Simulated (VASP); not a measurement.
Runs of VASP 6.6.1 on Be2CdS3. The structure is that of space group P-6m2 (No. 187), or close to it. The cells are those of the table. 

```csv
task,potentials or basis,cell,cutoff (eV),second run,gap on the mesh (eV),pressure (GPa),largest force (eV/Å)
single point,"VASP PAW PBE potentials, release 64 (Be, Cd_sv_GW, S)","a = 5.029, b = 5.029, c = 5.015 Å, angles 90.0, 90.0, 120.0°, 6 atoms",600,valence_matched,none,5.4,1.96
relaxation of cell and atoms,"VASP PAW PBE potentials, release 64 (Be, Cd, S)","relaxed from a = 5.029, b = 5.029, c = 5.015 Å, angles 90.0, 90.0, 120.0°, 6 atoms",600,-,none,0.0,0.02
single point,"VASP PAW PBE potentials, release 64 (Be, Cd, S)","a = 5.537, b = 5.537, c = 4.223 Å, angles 90.0, 90.0, 120.0°, 6 atoms",520,-,none,0.2,0.05
single point,"VASP PAW PBE potentials, release 64 (Be, Cd, S)","a = 5.029, b = 5.029, c = 5.015 Å, angles 90.0, 90.0, 120.0°, 6 atoms",520,-,none,(b),(a)
```

Alike in all rows: level PBE; no spin polarisation; k mesh 6 × 6 × 4; smearing gaussian 0.1 eV.

Task: Estimate the missing entries.

Result: (a) 1.97; (b) 5.7.

Caveats: some runs use coarse meshes; forces of over 1 eV/Å act on the atoms, so gaps and moduli don't describe the material at rest (some runs).

A k mesh can miss the band edges, and the runs leave out spin-orbit coupling on Cd.

A gap of «none» marks levels without a gap at the run's occupations.

The runs don't all hold the same shells in valence.
